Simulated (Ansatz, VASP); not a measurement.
One calculation of TeW, two programs

```xyz
2
Lattice="3.3401 0.0000 0.0000 0.0000 3.3401 0.0000 0.0000 0.0000 3.3401" Properties=species:S:1:pos:R:3 pbc="T T T"
Te    0.0000    0.0000    0.0000
W     1.6700    1.6700    1.6700
```

Alike in both runs: task relaxation of cell and atoms; functional PBE; k mesh 16 × 16 × 16; occupations gaussian, width 0.1 eV; no spin polarisation.

|  | VASP | Ansatz |
| --- | --- | --- |
| version | VASP 6.6.1 | Ansatz 0.2.0 |
| potentials or method | VASP PAW PBE potentials, release 64 (Te, W_sv), cutoff 600 eV | scalar-relativistic, plane waves, PAW |
| valence electrons in the cell | 20 | 30 |

Ansatz gave:

- gap on the k mesh at the Fermi level, each at its own relaxed structure (eV): none
- relaxed volume (Å³/atom): 18.59
- relaxed cell length with the largest relative difference (Å): 3.337

Question: Which values does VASP return?

Answer: gap on the k mesh at the Fermi level, each at its own relaxed structure (eV): none; relaxed volume (Å³/atom): 18.59; relaxed cell length with the largest relative difference (Å): 3.338.

A gap of «none» marks a metal or a gap that the smearing closes. VASP's potentials hold 20 valence electrons a cell and Ansatz's 30, so a difference there can come from the potentials and not from the codes.

Spin-orbit coupling is off throughout.
